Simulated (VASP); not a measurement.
# MgO (P6_3/mmc) in VASP: further runs, part 2 of 2

VASP 6.6.1. The steps go on from the part before.

### 4 Single point, r2SCAN

File POSCAR:

```
MgO
1.0
    2.9230552965      0.0000000000      0.0000000000
   -1.4615276482      2.5314401434      0.0000000000
    0.0000000000      0.0000000000      5.0921016473
Mg O
2 2
Direct
    0.0000000000      0.0000000000      0.0000000000
    0.0000000000      0.0000000000      0.5000000000
    0.3333333333      0.6666666667      0.2500000000
    0.6666666667      0.3333333333      0.7500000000
```

File INCAR.step1:

```
SYSTEM = MgO
PREC     = Accurate       ! precision mode
ENCUT    = 520            ! plane-wave cutoff, eV
ISMEAR   = 0              ! smearing method
SIGMA    = 0.01           ! smearing width, eV
LREAL    = .False.        ! projectors in reciprocal space
LASPH    = .True.         ! aspherical terms in the spheres
NELM     = 80             ! most SCF steps
NBANDS   = 16             ! bands
GGA      = PE             ! functional
ALGO     = Normal         ! electronic algorithm
EDIFF    = 1E-4           ! SCF threshold, eV
LWAVE    = .True.         ! write WAVECAR
LCHARG   = .False.        ! write CHGCAR
```

File INCAR.step2:

```
SYSTEM = MgO
PREC     = Accurate       ! precision mode
ENCUT    = 520            ! plane-wave cutoff, eV
EDIFF    = 1E-7           ! SCF threshold, eV
ISMEAR   = 0              ! smearing method
SIGMA    = 0.01           ! smearing width, eV
LREAL    = .False.        ! projectors in reciprocal space
LASPH    = .True.         ! aspherical terms in the spheres
NELM     = 80             ! most SCF steps
ALGO     = Normal         ! electronic algorithm
ISIF     = 2              ! what is computed and relaxed
LWAVE    = .False.        ! write WAVECAR
LCHARG   = .False.        ! write CHGCAR
METAGGA  = R2SCAN         ! meta-GGA
LMIXTAU  = .True.       
NBANDS   = 16             ! bands
ISTART   = 1
```

File KPOINTS:

```
regular mesh
0
Gamma
  9 9 4
  0 0 0
```

Potentials or basis: VASP PAW PBE potentials, release 64 (Mg, O).

The run is started by

```bash
$ cat potpaw_PBE.64/Mg/POTCAR potpaw_PBE.64/O/POTCAR > POTCAR
$ cp INCAR.step1 INCAR
$ mpirun -np 1 vasp_std > vasp.out
$ cp INCAR.step2 INCAR
$ mpirun -np 1 vasp_std > vasp.out
```

OUTCAR:

```text
SYSTEM = MgO
   PREC = Accurate
   ENCUT = 520
   EDIFF = 1E-7
   ISMEAR = 0
   LREAL = .False.
   LASPH = .True.
   NELM = 80
   ISIF = 2
   METAGGA = R2SCAN
   ISTART = 1

 ion  position               nearest neighbor table
   1  0.000  0.000  0.000-   3 2.11   4 2.11   3 2.11   4 2.11   4 2.11   3 2.11   2 2.55   2 2.55

   2  0.000  0.000  0.500-   3 2.11   4 2.11   3 2.11   4 2.11   4 2.11   3 2.11   1 2.55   1 2.55

   3  0.333  0.667  0.250-   1 2.11   2 2.11   1 2.11   2 2.11   1 2.11   2 2.11
   4  0.667  0.333  0.750-   1 2.11   2 2.11   1 2.11   2 2.11   1 2.11   2 2.11

  LATTYP: Found a hexagonal cell.
 ALAT       =     2.9230552965
 C/A-ratio  =     1.7420476627

  Lattice vectors:

 A1 = (   2.9230552965,   0.0000000000,   0.0000000000)
 A2 = (  -1.4615276482,   2.5314401434,   0.0000000000)
 A3 = (   0.0000000000,   0.0000000000,   5.0921016473)

Analysis of symmetry for initial positions (statically):
=====================================================================
 Subroutine PRICEL returns:
 Original cell was already a primitive cell.

 Routine SETGRP: Setting up the symmetry group for a
 hexagonal supercell.

 Subroutine GETGRP returns: Found 24 space group operations
 (whereof 12 operations were pure point group operations)
 out of a pool of 24 trial point group operations.

The static configuration has the point symmetry D_3d.
 The point group associated with its full space group is D_6h.

Analysis of symmetry for dynamics (positions and initial velocities):
=====================================================================
 Subroutine PRICEL returns:
 Original cell was already a primitive cell.

 Routine SETGRP: Setting up the symmetry group for a
 hexagonal supercell.

 Subroutine GETGRP returns: Found 24 space group operations
 (whereof 12 operations were pure point group operations)
 out of a pool of 24 trial point group operations.

The dynamic configuration has the point symmetry D_3d.
 The point group associated with its full space group is D_6h.

 Subroutine INISYM returns: Found 24 space group operations
 (whereof 12 operations are pure point group operations),
 and found     1 'primitive' translations

----------------------------------------------------------------------------------------

                                     Primitive cell

  volume of cell :      37.6792

  direct lattice vectors                    reciprocal lattice vectors
     2.923055296  0.000000000  0.000000000     0.342107794  0.197516027  0.000000000
    -1.461527648  2.531440143  0.000000000     0.000000000  0.395032054  0.000000000
     0.000000000  0.000000000  5.092101647     0.000000000  0.000000000  0.196382568

  length of vectors
     2.923055296  2.923055296  5.092101647     0.395032054  0.395032054  0.196382568

  position of ions in fractional coordinates (direct lattice)
     0.000000000  0.000000000  0.000000000
     0.000000000  0.000000000  0.500000000
     0.333333333  0.666666667  0.250000000
     0.666666667  0.333333333  0.750000000

  ion indices of the primitive-cell ions
   primitive index   ion index
                 1           1
                 2           2
                 3           3
                 4           4

----------------------------------------------------------------------------------------

 KPOINTS: regular mesh

Automatic generation of k-mesh.
 Grid dimensions read from file:
 generate k-points for:    9    9    4

 Generating k-lattice:

  Cartesian coordinates                     Fractional coordinates (reciprocal lattice)
     0.038011977  0.021946225  0.000000000     0.111111111  0.000000000  0.000000000
     0.000000000  0.043892450  0.000000000     0.000000000  0.111111111  0.000000000
     0.000000000  0.000000000  0.049095642     0.000000000  0.000000000  0.250000000

  Length of vectors
     0.043892450  0.043892450  0.049095642

  Shift w.r.t. Gamma in fractional coordinates (k-lattice)
     0.000000000  0.000000000  0.000000000

 Subroutine IBZKPT returns following result:
 ===========================================

 Found     36 irreducible k-points:

 Following reciprocal coordinates:
            Coordinates               Weight
  0.000000  0.000000  0.000000      1.000000
  0.111111  0.000000  0.000000      6.000000
  0.222222  0.000000  0.000000      6.000000
  0.333333  0.000000  0.000000      6.000000
  0.444444  0.000000  0.000000      6.000000
  0.111111  0.111111  0.000000      6.000000
[... 16 lines left out ...]
  0.333333  0.222222  0.250000     24.000000
  0.333333  0.333333  0.250000      4.000000
 [... further k-points ...]
   k-points           NKPTS =     36   k-points in BZ     NKDIM =     36   number of bands    NBANDS=     16
   number of dos      NEDOS =    301   number of ions     NIONS =      4
   total plane-waves  NPLWV =  23040
   dimension x,y,z NGX =    24 NGY =   24 NGZ =   40
   dimension x,y,z NGXF=    48 NGYF=   48 NGZF=   80
   ions per type =               2   2
   NGX,Y,Z   is equivalent  to a cutoff of  13.65, 13.65, 13.06 a.u.
   NGXF,Y,Z  is equivalent  to a cutoff of  27.30, 27.30, 26.12 a.u.
 SYSTEM =  MgO
   PREC   = accura    normal or accurate (medium, high low for compatibility)
   ISTART =      1    job   : 0-new  1-cont  2-samecut
   ICHARG =      0    charge: 1-file 2-atom 10-const
   ISPIN  =      1    spin polarized calculation?
   LNONCOLLINEAR =      F non collinear calculations
   LSORBIT =      F    spin-orbit coupling
   LASPH  =      T    aspherical Exc in radial PAW
   ENCUT  =  520.0 eV  38.22 Ry    6.18 a.u.   5.43  5.43  9.47*2*pi/ulx,y,z
   NELM   =     80;   NELMIN=  2; NELMDL=  0     # of ELM steps
   EDIFF  = 0.1E-06   stopping-criterion for ELM
   LREAL  =      F    real-space projection
   EDIFFG = 0.1E-05   stopping-criterion for IOM
   NSW    =      0    number of steps for IOM
   IBRION =     -1    ionic relax: 0-MD 1-quasi-New 2-CG
   NFREE  =      0    steps in history (QN), initial steepest desc. (CG)
   ISIF   =      2    stress and relaxation
   ISYM   =      2    0-nonsym 1-usesym 2-fastsym
   POTIM  = 0.5000    time-step for ionic-motion
   TEBEG  =    0.0;   TEEND  =   0.0 temperature during run
   PSTRESS=    0.0 pullay stress
   NELECT =      16.0000    total number of electrons
   NUPDOWN=      -1.0000    fix difference up-down
   EMIN   =  10.00;   EMAX   =-10.00  energy-range for DOS
   EFERMI =   0.00;   METHOD = LEGACY
   ISMEAR =     0;   SIGMA  =   0.01  broadening in eV -4-tet -1-fermi 0-gaus
   EFERMI_NEDOS =   21; number of points for ismear=-14 and -15
   IALGO  =     38    algorithm
   IMIX   =      4    mixing-type and parameters
     AMIX     =   0.40;   BMIX     =  1.00
     AMIX_MAG =   1.60;   BMIX_MAG =  1.00
  volume/ion in A,a.u.               =       9.42        63.57
  Fermi-wavevector in a.u.,A,eV,Ry     =   1.230498  2.325304 20.600925  1.514125
  Thomas-Fermi vector in A             =   2.365344
   LORBIT       =      0    0 simple, 1 ext, 2 COOP (PROOUT), +10 PAW based schemes
   METAGGA = R2SCAN    functional components
   LHFCALC =     F    Hartree Fock is set to
   AEXX    =    0.0000 exact exchange contribution
   IVDW    =     0    specifies the selected vdW correction
   LEPSILON=     F    determine dielectric tensor
   LRPA    =     F    only Hartree local field effects (RPA)
 non-spin polarized calculation
 Gauss-broadening in eV      SIGMA  =   0.01
  energy-cutoff  :      520.00
  volume of cell :       37.68
 maximum number of plane-waves:      1039
 NGX is ok and might be reduce to    24
   NGX = 11   NGY = 11   NGZ = 19

 number of electron      15.9999995 magnetization

 Free energy of the ion-electron system (eV)
  ---------------------------------------------------
  ext. energy  EPLUGINS =         0.00000000
  ---------------------------------------------------
  free energy    TOTEN  =       -31.68525834 eV

  energy without entropy =      -31.68525834  energy(sigma->0) =      -31.68525834

 E-fermi :   2.9738     XC(G=0): -11.5404

 val. band max:        2.8921115730   @ k =   0.0000   0.0000   0.0000
 cond. band min:       8.2067388181   @ k =   0.0000   0.0000   0.0000
 fundamental gap:      5.3146272451
 Fermi energy:         2.9738069628

 k-point     1 :       0.0000    0.0000    0.0000
  band No.  band energies     occupation
      1     -15.4299      2.00000
      2     -14.3609      2.00000
      3      -2.0549      2.00000
      4       2.3567      2.00000
      5       2.3567      2.00000
      6       2.3769      2.00000
[... 433 lines left out ...]
      3      -0.5566      2.00000
      4      -0.4465      2.00000
      5      -0.4465      2.00000
      6       0.3774      2.00000
[... 8 lines left out ...]
     15      18.4434      0.00000
     16      22.6883      0.00000

 [... further k-points ...]
[... 5 lines left out ...]
  --------------------------------------------------------------------------------------
  -------------------------------------------------------------------------------------
  Total       -0.2455043     -0.2455043     -0.2605355     -0.0000000     -0.0000000     -0.0000000
  in kB      -10.4392186    -10.4392186    -11.0783658     -0.0000000     -0.0000000     -0.0000000
  external PRESSURE =     -10.6522677 kB  Pullay stress =       0.0000000 kB

 VOLUME and BASIS-vectors are now :
 -----------------------------------------------------------------------------
  energy-cutoff  :      520.00
  volume of cell :       37.68
      direct lattice vectors                 reciprocal lattice vectors
     2.923055296  0.000000000  0.000000000     0.342107794  0.197516027  0.000000000
    -1.461527648  2.531440143  0.000000000     0.000000000  0.395032054  0.000000000
     0.000000000  0.000000000  5.092101647     0.000000000  0.000000000  0.196382568

 POSITION                                       TOTAL-FORCE (eV/Angst)
 -----------------------------------------------------------------------------------
      0.00000      0.00000      0.00000        -0.000000      0.000000      0.000000
      0.00000      0.00000      2.54605         0.000000      0.000000      0.000000
     -0.00000      1.68763      1.27303        -0.000000      0.000000     -0.000000
      1.46153      0.84381      3.81908         0.000000     -0.000000      0.000000
 -----------------------------------------------------------------------------------
    total drift:                               -0.000000      0.000000     -0.000000

  FREE ENERGIE OF THE ION-ELECTRON SYSTEM (eV)
  ---------------------------------------------------
  free  energy   TOTEN  =       -31.6852583386 eV

  energy  without entropy=      -31.6852583386  energy(sigma->0) =      -31.68525834
```

It took 82 s on 1 thread of Intel Xeon Platinum 8375C at 2.90GHz (Ice Lake), shared host; peak memory 0.18 GiB.

What came out:

| Property | Result |
| --- | --- |
| Free energy | -31.6853 eV |
| Pressure | -1.1 GPa |
| Band gap on the k mesh | 5.31 eV, direct |

Levels at points of the mesh, in eV from the valence-band top:
```csv
k point,band 6,band 7,band 8,band 9,band 10,band 11
"(0.00, 0.00, 0.00)",-0.52,0.00,0.00,5.31,9.05,12.92
"(0.00, 0.00, 0.50)",-0.27,-0.27,-0.27,7.80,7.80,12.97
```

Caveat: the PAW data sets were made with another functional, which shifts forces and pressure a little.

### 5 Single point, r2SCAN

POSCAR is that of step 4.

File INCAR.step1:

```
ALGO = Normal
EDIFF = 1E-4
ENCUT = 520
GGA = PE
ISMEAR = 0
LASPH = True
LCHARG = False
LREAL = False
LWAVE = True
NBANDS = 16
NELM = 80
PREC = Accurate
SIGMA = 0.01
```

File INCAR.step2:

```
ALGO = Normal
EDIFF = 1E-6
ENCUT = 520
ISIF = 2
ISMEAR = 0
ISTART = 1
LASPH = True
LCHARG = False
LMIXTAU = True
LREAL = False
LWAVE = False
METAGGA = R2SCAN
NBANDS = 16
NELM = 80
PREC = Accurate
SIGMA = 0.01
```

File KPOINTS:

```
k-points
0
Gamma
  9 9 4
```

Potentials or basis: VASP PAW PBE potentials, release 64 (Mg, O).

The run is started by

```bash
$ cat potpaw_PBE.64/Mg/POTCAR potpaw_PBE.64/O/POTCAR > POTCAR
$ cp INCAR.step1 INCAR
$ mpirun -np 1 vasp_std > vasp.out
$ cp INCAR.step2 INCAR
$ mpirun -np 1 vasp_std > vasp.out
```

OUTCAR:

```text
EDIFF = 1E-6
   ENCUT = 520
   ISIF = 2
   ISMEAR = 0
   ISTART = 1
   LASPH = True
   LREAL = False
   METAGGA = R2SCAN
   NELM = 80
   PREC = Accurate

 ion  position               nearest neighbor table
   1  0.000  0.000  0.000-   3 2.11   4 2.11   3 2.11   4 2.11   4 2.11   3 2.11   2 2.55   2 2.55

   2  0.000  0.000  0.500-   3 2.11   4 2.11   3 2.11   4 2.11   4 2.11   3 2.11   1 2.55   1 2.55

   3  0.333  0.667  0.250-   1 2.11   2 2.11   1 2.11   2 2.11   1 2.11   2 2.11
   4  0.667  0.333  0.750-   1 2.11   2 2.11   1 2.11   2 2.11   1 2.11   2 2.11

  LATTYP: Found a hexagonal cell.
 ALAT       =     2.9230552965
 C/A-ratio  =     1.7420476627

  Lattice vectors:

 A1 = (   2.9230552965,   0.0000000000,   0.0000000000)
 A2 = (  -1.4615276482,   2.5314401434,   0.0000000000)
 A3 = (   0.0000000000,   0.0000000000,   5.0921016473)

Analysis of symmetry for initial positions (statically):
=====================================================================
 Subroutine PRICEL returns:
 Original cell was already a primitive cell.

 Routine SETGRP: Setting up the symmetry group for a
 hexagonal supercell.

 Subroutine GETGRP returns: Found 24 space group operations
 (whereof 12 operations were pure point group operations)
 out of a pool of 24 trial point group operations.

The static configuration has the point symmetry D_3d.
 The point group associated with its full space group is D_6h.

Analysis of symmetry for dynamics (positions and initial velocities):
=====================================================================
 Subroutine PRICEL returns:
 Original cell was already a primitive cell.

 Routine SETGRP: Setting up the symmetry group for a
 hexagonal supercell.

 Subroutine GETGRP returns: Found 24 space group operations
 (whereof 12 operations were pure point group operations)
 out of a pool of 24 trial point group operations.

[... 119 lines left out ...]
   EFERMI =   0.00;   METHOD = LEGACY
   ISMEAR =     0;   SIGMA  =   0.01  broadening in eV -4-tet -1-fermi 0-gaus
   EFERMI_NEDOS =   21; number of points for ismear=-14 and -15
   IALGO  =     38    algorithm
   IMIX   =      4    mixing-type and parameters
     AMIX     =   0.40;   BMIX     =  1.00
     AMIX_MAG =   1.60;   BMIX_MAG =  1.00
  volume/ion in A,a.u.               =       9.42        63.57
  Fermi-wavevector in a.u.,A,eV,Ry     =   1.230498  2.325304 20.600925  1.514125
  Thomas-Fermi vector in A             =   2.365344
   LORBIT       =      0    0 simple, 1 ext, 2 COOP (PROOUT), +10 PAW based schemes
   METAGGA = R2SCAN    functional components
   LHFCALC =     F    Hartree Fock is set to
   AEXX    =    0.0000 exact exchange contribution
   IVDW    =     0    specifies the selected vdW correction
   LEPSILON=     F    determine dielectric tensor
   LRPA    =     F    only Hartree local field effects (RPA)
 non-spin polarized calculation
 Gauss-broadening in eV      SIGMA  =   0.01
  energy-cutoff  :      520.00
  volume of cell :       37.68
 maximum number of plane-waves:      1039
 NGX is ok and might be reduce to    24
   NGX = 11   NGY = 11   NGZ = 19

 number of electron      15.9999995 magnetization

 Free energy of the ion-electron system (eV)
  ---------------------------------------------------
  ext. energy  EPLUGINS =         0.00000000
  ---------------------------------------------------
  free energy    TOTEN  =       -31.68525827 eV

  energy without entropy =      -31.68525827  energy(sigma->0) =      -31.68525827

 E-fermi :   2.9738     XC(G=0): -11.5404

 val. band max:        2.8921118977   @ k =   0.0000   0.0000   0.0000
 cond. band min:       8.2067403729   @ k =   0.0000   0.0000   0.0000
 fundamental gap:      5.3146284752
 Fermi energy:         2.9738076028

 k-point     1 :       0.0000    0.0000    0.0000
  band No.  band energies     occupation
      1     -15.4299      2.00000
      2     -14.3609      2.00000
      3      -2.0549      2.00000
      4       2.3567      2.00000
      5       2.3567      2.00000
      6       2.3769      2.00000
[... 433 lines left out ...]
      3      -0.5566      2.00000
      4      -0.4465      2.00000
      5      -0.4465      2.00000
      6       0.3774      2.00000
[... 8 lines left out ...]
     15      18.4434      0.00000
     16      22.6883      0.00000

 [... further k-points ...]
[... 5 lines left out ...]
  --------------------------------------------------------------------------------------
  -------------------------------------------------------------------------------------
  Total       -0.2454721     -0.2454721     -0.2604987     -0.0000000     -0.0000000     -0.0000000
  in kB      -10.4378458    -10.4378458    -11.0768030     -0.0000000     -0.0000000     -0.0000000
  external PRESSURE =     -10.6508315 kB  Pullay stress =       0.0000000 kB

 VOLUME and BASIS-vectors are now :
 -----------------------------------------------------------------------------
  energy-cutoff  :      520.00
  volume of cell :       37.68
      direct lattice vectors                 reciprocal lattice vectors
     2.923055296  0.000000000  0.000000000     0.342107794  0.197516027  0.000000000
    -1.461527648  2.531440143  0.000000000     0.000000000  0.395032054  0.000000000
     0.000000000  0.000000000  5.092101647     0.000000000  0.000000000  0.196382568

 POSITION                                       TOTAL-FORCE (eV/Angst)
 -----------------------------------------------------------------------------------
      0.00000      0.00000      0.00000         0.000000      0.000000      0.000000
      0.00000      0.00000      2.54605         0.000000      0.000000      0.000000
     -0.00000      1.68763      1.27303         0.000000      0.000000     -0.000000
      1.46153      0.84381      3.81908        -0.000000      0.000000      0.000000
 -----------------------------------------------------------------------------------
    total drift:                               -0.000000      0.000000     -0.000000

  FREE ENERGIE OF THE ION-ELECTRON SYSTEM (eV)
  ---------------------------------------------------
  free  energy   TOTEN  =       -31.6852582719 eV

  energy  without entropy=      -31.6852582719  energy(sigma->0) =      -31.68525827
```

Wall time 95 s (1 thread of Intel Xeon Platinum 8375C at 2.90GHz (Ice Lake), shared host); peak memory 0.17 GiB.

What came out:

- Free energy: -31.6853 eV
- Pressure: -1.1 GPa
- Band gap on the k mesh: 5.31 eV, direct

Caveat: the PAW data sets were made with another functional, which shifts forces and pressure a little. r2SCAN opens gaps a little over a GGA but as a rule still falls short of measured ones.
